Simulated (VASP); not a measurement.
A run of VASP 6.6.1 is set up as follows.

Contents of INCAR:

```
PREC     = Accurate       # precision mode
ENCUT    = 520            # plane-wave cutoff, eV
EDIFF    = 1E-6           # SCF threshold, eV
ISMEAR   = -1             # smearing method
SIGMA    = 0.05           # smearing width, eV
LREAL    = False          # projectors in reciprocal space
LASPH    = True           # aspherical terms in the spheres
NELM     = 100            # most SCF steps
ALGO     = Normal         # electronic algorithm
ISIF     = 2              # what is computed and relaxed
LWAVE    = False          # write WAVECAR
LCHARG   = False          # write CHGCAR
GGA      = RP             # functional
NBANDS   = 35             # bands
```

Contents of KPOINTS:

```
Automatic mesh
0
Gamma
  10 10 2
```

The input POSCAR:

```
MoS2
1.0
    3.2264481230      0.0000000000      0.0000000000
   -1.6132240615      2.7941860385      0.0000000000
    0.0000000000      0.0000000000     21.9557060374
Mo S
2 4
Direct
    0.3333333333      0.6666666667      0.8511602300
    0.6666666667      0.3333333333      0.1488397700
    0.6666666667      0.3333333333      0.7796253900
    0.3333333333      0.6666666667      0.0772510000
    0.6666666667      0.3333333333      0.9227490000
    0.3333333333      0.6666666667      0.2203746100
```

Potentials or basis: VASP PAW PBE potentials, release 64 (Mo_sv, S).

Run with:

```bash
$ cat potpaw_PBE.64/Mo_sv/POTCAR potpaw_PBE.64/S/POTCAR > POTCAR
$ mpirun -np 1 vasp_std > vasp.out
```

Q: Estimate the largest force.

A: 0.365 eV/Å.

Q: What does it give for the band gap on the k mesh?

A: 1.35 eV (least direct gap 1.79 eV).

Forces in eV/Å, atoms in the order of the input:
```
Mo   0.000  0.000 -0.003
Mo   0.000  0.000  0.003
S    0.000  0.000  0.231
S    0.000  0.000  0.365
S    0.000  0.000 -0.365
S    0.000  0.000 -0.231
```

Caveat: the PAW data sets were made with another functional, which shifts forces and pressure a little.
